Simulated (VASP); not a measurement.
# Cu (I4/mmm) in VASP: notebook, part 2 of 3

VASP 6.6.1. The steps go on from the part before.

**3. Single point, PBE (strain -0.050 along x and y, +0.000 along z)**

Input file INCAR:

```
SYSTEM = Cu
  ALGO = Fast
  EDIFF = 1E-6
  ENCUT = 520
  GGA = PE
  ISIF = 2
  ISMEAR = 0
  LASPH = .True.
  LCHARG = .False.
  LREAL = .False.
  LWAVE = .False.
  NBANDS = 12
  NELM = 100
  PREC = Accurate
  SIGMA = 0.15
```

Input file KPOINTS:

```
k-points
0
Gamma
  28 28 28
  0 0 0
```

Input file POSCAR:

```
Cu
1.0
    0.0000000000      1.7241304218      1.8148741282
    1.7241304218      0.0000000000      1.8148741282
    1.7241304218      1.7241304218      0.0000000000
Cu
1
Direct
    0.0000000000      0.0000000000      0.0000000000
```

Potentials or basis: VASP PAW PBE potentials, release 64 (Cu).

The run is started by

```sh
$ cat potpaw_PBE.64/Cu/POTCAR > POTCAR
$ mpirun -np 1 vasp_std > vasp.out
```

Wall time 2.3 min (1 thread of Intel Xeon Platinum 8488C (Sapphire Rapids), shared host); peak memory 0.3 GiB.

The run converged. Its results:

- Free energy: -3.6588 eV
- Pressure: 19.6 GPa

Stress tensor (GPa, compression positive):
```
21.21  0.00  0.00
 0.00 21.21  0.00
 0.00  0.00 16.48
```

Levels at points of the mesh, in eV from the Fermi level:
| k point | band 4 | band 5 | band 6 | band 7 | band 8 | band 9 |
| --- | --- | --- | --- | --- | --- | --- |
| (0.00, 0.00, 0.00) | -3.26 | -2.57 | -2.27 | 23.33 | 26.42 | 26.78 |
| (0.50, 0.00, 0.00) | -1.81 | -1.71 | -1.30 | 4.21 | 21.04 | 23.36 |
| (0.50, 0.50, 0.00) | -1.61 | -1.61 | 0.64 | 6.82 | 14.64 | 14.64 |
| (0.50, 0.00, 0.50) | -1.69 | -1.49 | 1.80 | 8.20 | 13.35 | 13.40 |

Caveat: the cell differs from its parent crystal (strain -0.050 along x and y, +0.000 along z).

**4. Single point, PBE (strain -0.025 along x and y, -0.050 along z)**

Input file INCAR:

```
SYSTEM = Cu
ALGO     = Fast           ! electronic algorithm
EDIFF    = 1E-6           ! SCF threshold, eV
ENCUT    = 520            ! plane-wave cutoff, eV
GGA      = PE             ! functional
ISIF     = 2              ! what is computed and relaxed
ISMEAR   = 0              ! smearing method
LASPH    = .TRUE.         ! aspherical terms in the spheres
LCHARG   = .FALSE.        ! write CHGCAR
LREAL    = .FALSE.        ! projectors in reciprocal space
LWAVE    = .FALSE.        ! write WAVECAR
NBANDS   = 12             ! bands
NELM     = 80             ! most SCF steps
PREC     = Accurate       ! precision mode
SIGMA    = 0.15           ! smearing width, eV
```

Input file KPOINTS:

```
k-points
0
G
  28 28 28
  0 0 0
```

Input file POSCAR:

```
Cu
1.0
    0.0000000000      1.7695022750      1.7241304218
    1.7695022750      0.0000000000      1.7241304218
    1.7695022750      1.7695022750      0.0000000000
Cu
1
Direct
    0.0000000000      0.0000000000      0.0000000000
```

Potentials or basis: VASP PAW PBE potentials, release 64 (Cu).

The run is started by

```sh
$ cat potpaw_PBE.64/Cu/POTCAR > POTCAR
$ mpirun -np 1 vasp_std > vasp.out
```

OUTCAR:

```text
SYSTEM = Cu
   EDIFF = 1E-6
   ENCUT = 520
   GGA = PE
   ISIF = 2
   ISMEAR = 0
   LASPH = .TRUE.
   LREAL = .FALSE.
   NELM = 80
   PREC = Accurate

 ion  position               nearest neighbor table
   1  0.000  0.000  0.000-

  LATTYP: Found a body centered tetragonal cell.
 ALAT       =     2.5024541160
 C/A-ratio  =     1.3779516762

  Lattice vectors:

 A1 = (   0.0000000000,  -1.7695022750,  -1.7241304218)
 A2 = (   0.0000000000,   1.7695022750,  -1.7241304218)
 A3 = (   1.7695022750,   0.0000000000,   1.7241304218)

Analysis of symmetry for initial positions (statically):
=====================================================================
 Subroutine PRICEL returns:
 Original cell was already a primitive cell.

 Routine SETGRP: Setting up the symmetry group for a
 body centered tetragonal supercell.

 Subroutine GETGRP returns: Found 16 space group operations
 (whereof 16 operations were pure point group operations)
 out of a pool of 16 trial point group operations.

The static configuration has the point symmetry D_4h.

Analysis of symmetry for dynamics (positions and initial velocities):
=====================================================================
 Subroutine PRICEL returns:
 Original cell was already a primitive cell.

 Routine SETGRP: Setting up the symmetry group for a
 body centered tetragonal supercell.

 Subroutine GETGRP returns: Found 16 space group operations
 (whereof 16 operations were pure point group operations)
 out of a pool of 16 trial point group operations.

The dynamic configuration has the point symmetry D_4h.

 Subroutine INISYM returns: Found 16 space group operations
 (whereof 16 operations are pure point group operations),
 and found     1 'primitive' translations

----------------------------------------------------------------------------------------

                                     Primitive cell

  volume of cell :      10.7970

  direct lattice vectors                    reciprocal lattice vectors
     0.000000000  1.769502275  1.724130422    -0.282565333  0.282565333  0.290001263
     1.769502275  0.000000000  1.724130422     0.282565333 -0.282565333  0.290001263
     1.769502275  1.769502275  0.000000000     0.282565333  0.282565333 -0.290001263

  length of vectors
     2.470579692  2.470579692  2.502454116     0.493747980  0.493747980  0.493747980

  position of ions in fractional coordinates (direct lattice)
     0.000000000  0.000000000  0.000000000

  ion indices of the primitive-cell ions
   primitive index   ion index
                 1           1

----------------------------------------------------------------------------------------

 KPOINTS: k-points

Automatic generation of k-mesh.
 Grid dimensions read from file:
 generate k-points for:   28   28   28

 Generating k-lattice:

  Cartesian coordinates                     Fractional coordinates (reciprocal lattice)
    -0.010091619  0.010091619  0.010357188     0.035714286  0.000000000  0.000000000
     0.010091619 -0.010091619  0.010357188     0.000000000  0.035714286  0.000000000
     0.010091619  0.010091619 -0.010357188    -0.000000000 -0.000000000  0.035714286

  Length of vectors
     0.017633856  0.017633856  0.017633856

  Shift w.r.t. Gamma in fractional coordinates (k-lattice)
     0.000000000  0.000000000  0.000000000

 Subroutine IBZKPT returns following result:
 ===========================================

 Found   1639 irreducible k-points:

 Following reciprocal coordinates:
            Coordinates               Weight
  0.000000  0.000000  0.000000      1.000000
  0.035714  0.000000  0.000000      8.000000
  0.071429  0.000000  0.000000      8.000000
  0.107143  0.000000  0.000000      8.000000
  0.142857  0.000000  0.000000      8.000000
  0.178571  0.000000  0.000000      8.000000
[... 16 lines left out ...]
  0.285714  0.035714  0.000000      8.000000
  0.321429  0.035714  0.000000      8.000000
 [... further k-points ...]
   k-points           NKPTS =   1639   k-points in BZ     NKDIM =   1639   number of bands    NBANDS=     12
   number of dos      NEDOS =    301   number of ions     NIONS =      1
   total plane-waves  NPLWV =   6480
   dimension x,y,z NGX =    18 NGY =   18 NGZ =   20
   dimension x,y,z NGXF=    36 NGYF=   36 NGZF=   40
   ions per type =               1
   NGX,Y,Z   is equivalent  to a cutoff of  12.11, 12.11, 13.29 a.u.
   NGXF,Y,Z  is equivalent  to a cutoff of  24.22, 24.22, 26.57 a.u.
 SYSTEM =  Cu
   PREC   = accura    normal or accurate (medium, high low for compatibility)
   ISTART =      0    job   : 0-new  1-cont  2-samecut
   ICHARG =      2    charge: 1-file 2-atom 10-const
   ISPIN  =      1    spin polarized calculation?
   LNONCOLLINEAR =      F non collinear calculations
   LSORBIT =      F    spin-orbit coupling
   LASPH  =      T    aspherical Exc in radial PAW
   ENCUT  =  520.0 eV  38.22 Ry    6.18 a.u.   4.59  4.59  4.65*2*pi/ulx,y,z
   NELM   =     80;   NELMIN=  2; NELMDL= -5     # of ELM steps
   EDIFF  = 0.1E-05   stopping-criterion for ELM
   LREAL  =      F    real-space projection
   EDIFFG = 0.1E-04   stopping-criterion for IOM
   NSW    =      0    number of steps for IOM
   IBRION =     -1    ionic relax: 0-MD 1-quasi-New 2-CG
   NFREE  =      0    steps in history (QN), initial steepest desc. (CG)
   ISIF   =      2    stress and relaxation
   ISYM   =      2    0-nonsym 1-usesym 2-fastsym
   POTIM  = 0.5000    time-step for ionic-motion
   TEBEG  =    0.0;   TEEND  =   0.0 temperature during run
   PSTRESS=    0.0 pullay stress
   NELECT =      11.0000    total number of electrons
   NUPDOWN=      -1.0000    fix difference up-down
   EMIN   =  10.00;   EMAX   =-10.00  energy-range for DOS
   EFERMI =   0.00;   METHOD = LEGACY
   ISMEAR =     0;   SIGMA  =   0.15  broadening in eV -4-tet -1-fermi 0-gaus
   EFERMI_NEDOS =   21; number of points for ismear=-14 and -15
   IALGO  =     68    algorithm
   IMIX   =      4    mixing-type and parameters
     AMIX     =   0.40;   BMIX     =  1.00
     AMIX_MAG =   1.60;   BMIX_MAG =  1.00
  volume/ion in A,a.u.               =      10.80        72.86
  Fermi-wavevector in a.u.,A,eV,Ry     =   1.647296  3.112938 36.920547  2.713584
  Thomas-Fermi vector in A             =   2.736779
   LORBIT       =      0    0 simple, 1 ext, 2 COOP (PROOUT), +10 PAW based schemes
   GGA     = PE    functional components
   LHFCALC =     F    Hartree Fock is set to
   AEXX    =    0.0000 exact exchange contribution
   IVDW    =     0    specifies the selected vdW correction
   LEPSILON=     F    determine dielectric tensor
   LRPA    =     F    only Hartree local field effects (RPA)
 non-spin polarized calculation
 RMM-DIIS sequential band-by-band and
 Gauss-broadening in eV      SIGMA  =   0.15
  energy-cutoff  :      520.00
  volume of cell :       10.80
 maximum number of plane-waves:       303
   NGX =  9   NGY =  9   NGZ =  9

 number of electron      10.9999994 magnetization

 Free energy of the ion-electron system (eV)
  ---------------------------------------------------
  ext. energy  EPLUGINS =         0.00000000
  ---------------------------------------------------
  free energy    TOTEN  =        -3.66375457 eV

  energy without entropy =       -3.66100780  energy(sigma->0) =       -3.66238118

 E-fermi :   8.7838     XC(G=0): -13.2555

 val. band max:        8.7697725778   @ k =   0.5000   0.1429   0.3214
 cond. band min:       8.7851335443   @ k =   0.5000   0.0714   0.2143
 fundamental gap:      0.0153609666
 Fermi energy:         8.7838335527

 k-point     1 :       0.0000    0.0000    0.0000
  band No.  band energies     occupation
      1      -1.3045      2.00000
      2       5.3875      2.00000
      3       5.3875      2.00000
      4       5.5261      2.00000
      5       6.3043      2.00000
      6       6.4451      2.00000
      7      32.0731      0.00000
      8      35.3575      0.00000
      9      35.3575      0.00000
     10      35.5488      0.00000
     11      37.9900      0.00000
     12      38.0611      0.00000
[... 331 lines left out ...]
 k-point    24 :       0.3214    0.0357    0.0000
  band No.  band energies     occupation
      1       1.9428      2.00000
      2       5.2293      2.00000
      3       5.4993      2.00000
      4       5.6103      2.00000
      5       6.6140      2.00000
      6       6.7117      2.00000
      7      19.0674      0.00000
      8      30.9456      0.00000
      9      31.1875      0.00000
     10      34.4506      0.00000
     11      36.9590      0.00000
     12      37.9031      0.00000

 [... further k-points ...]
[... 5 lines left out ...]
  --------------------------------------------------------------------------------------
  -------------------------------------------------------------------------------------
  Total        1.2690821      1.2690821      1.3897167      0.0000000     -0.0000000     -0.0000000
  in kB      188.3206442    188.3206442    206.2217653      0.0000000     -0.0000000     -0.0000000
  external PRESSURE =     194.2876846 kB  Pullay stress =       0.0000000 kB

 VOLUME and BASIS-vectors are now :
 -----------------------------------------------------------------------------
  energy-cutoff  :      520.00
  volume of cell :       10.80
      direct lattice vectors                 reciprocal lattice vectors
     0.000000000  1.769502275  1.724130422    -0.282565333  0.282565333  0.290001263
     1.769502275  0.000000000  1.724130422     0.282565333 -0.282565333  0.290001263
     1.769502275  1.769502275  0.000000000     0.282565333  0.282565333 -0.290001263

 POSITION                                       TOTAL-FORCE (eV/Angst)
 -----------------------------------------------------------------------------------
      0.00000      0.00000      0.00000        -0.000000      0.000000      0.000000
 -----------------------------------------------------------------------------------
    total drift:                                0.000000      0.000000      0.000000

  FREE ENERGIE OF THE ION-ELECTRON SYSTEM (eV)
  ---------------------------------------------------
  free  energy   TOTEN  =        -3.6637545650 eV

  energy  without entropy=       -3.6610078018  energy(sigma->0) =       -3.66238118
```

Run time: 2.1 min. Hardware: 1 thread of Intel Xeon Platinum 8488C (Sapphire Rapids), shared host; peak memory 0.3 GiB.

Results:

```
Free energy : -3.6638 eV
Pressure    : 19.4 GPa
```

Levels at points of the mesh, in eV from the Fermi level:
| k point | band 2 | band 3 | band 4 | band 5 | band 6 | band 7 | band 8 | band 9 | band 10 | band 11 |
| --- | --- | --- | --- | --- | --- | --- | --- | --- | --- | --- |
| (0.00, 0.00, 0.00) | -3.40 | -3.40 | -3.26 | -2.48 | -2.34 | 23.29 | 26.57 | 26.57 | 26.76 | 29.21 |
| (0.50, 0.00, 0.00) | -3.47 | -3.32 | -1.79 | -1.73 | -1.30 | 4.20 | 21.60 | 23.03 | 24.07 | 26.01 |
| (0.50, 0.50, 0.00) | -4.97 | -1.78 | -1.58 | -1.58 | 1.81 | 8.21 | 13.33 | 13.33 | 18.13 | 21.38 |
| (0.50, 0.00, 0.50) | -4.94 | -1.78 | -1.64 | -1.55 | 1.20 | 7.50 | 13.98 | 14.00 | 18.68 | 21.98 |

Caveat: the cell differs from its parent crystal (strain -0.025 along x and y, -0.050 along z).

[end of part 2 of 3]
